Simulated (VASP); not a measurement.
ZnS: single point with PBE

The system is ZnS.

```xyz
2
Lattice="0.0000 2.8128 2.7046 2.8128 0.0000 2.7046 2.8128 2.8128 0.0000" Properties=species:S:1:pos:R:3 pbc="T T T"
Zn    0.0000    0.0000    0.0000
S     4.2193    4.2193    4.0570
```

This cell differs from its parent crystal: strain +0.040 along x and y, +0.000 along z.

```json
{"Program": "VASP 6.6.1", "Task": "single point", "Functional": "PBE", "Potentials or basis": "VASP PAW PBE potentials, release 64 (Zn, S)", "Cutoff": "520 eV", "k mesh": "10 × 10 × 10", "Occupations": "gaussian, width 0.05 eV", "Spin": "no spin polarisation", "Dipole correction": "no", "Further INCAR settings": "ALGO = Normal; EDIFF = 1e-07; NBANDS = 16"}
```

```json
{
  "Pressure": "-3.5 GPa",
  "Band gap on the k mesh": "1.68 eV, direct"
}
```

Stress tensor (GPa, compression positive):
```
-4.04  0.00  0.00
 0.00 -4.04  0.00
 0.00  0.00 -2.50
```

Levels at points of the mesh, in eV from the valence-band top:
```tsv
k point	band 6	band 7	band 8	band 9	band 10	band 11	band 12	band 13
(0.00, 0.00, 0.00)	-5.72	-0.12	-0.12	0.00	1.68	6.36	6.37	6.37
(0.50, 0.00, 0.00)	-5.55	-4.85	-0.93	-0.74	3.05	6.73	7.06	8.48
(0.50, 0.50, 0.00)	-5.50	-4.17	-2.14	-2.14	3.40	3.73	10.62	11.29
(0.50, 0.00, 0.50)	-5.55	-4.39	-1.98	-1.92	3.56	4.10	10.21	11.16
```

Run time: 2.2 min on 1 thread of Intel Xeon 8259CL, with other jobs on the host, peak memory 0.21 GiB.

Caveat: the cell differs from its parent crystal (strain +0.040 along x and y, +0.000 along z).
